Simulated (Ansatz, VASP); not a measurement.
KSi3 in VASP and in Ansatz

```
CELL_PARAMETERS angstrom
-1.79267 1.79267 4.43628
1.79267 -1.79267 4.43628
1.79267 1.79267 -4.43628
ATOMIC_POSITIONS crystal
K 0.00000 0.00000 0.00000
Si 0.37990 0.37990 0.00000
Si 0.75000 0.25000 0.50000
Si 0.62010 0.62010 0.00000
```

Alike in both runs: task relaxation of cell and atoms; functional PBE; k mesh 6 × 6 × 6; occupations gaussian, width 0.1 eV; no spin polarisation.

```csv
,VASP,Ansatz
version,VASP 6.6.1,Ansatz 0.2.0
potentials or method,"VASP PAW PBE potentials, release 64 (K_sv, Si), cutoff 600 eV","scalar-relativistic, plane waves, PAW"
valence electrons in the cell,21,21
```

```tsv
	VASP	Ansatz	Ansatz less VASP
gap on the k mesh at the Fermi level, each at its own relaxed structure (eV)	none	none	-
relaxed volume (Å³/atom)	22.31	22.28	-0.023
relaxed length of the cell vector where the two differ most in proportion (Å)	5.862	5.855	-0.0066
```

A gap of «none» marks a metal or a gap that the smearing closes.

The k mesh is coarse, so the values compare programs but aren't converged. Noted on VASP's run: the volume moved by over 15 % at a fixed basis, so the end points are rough.
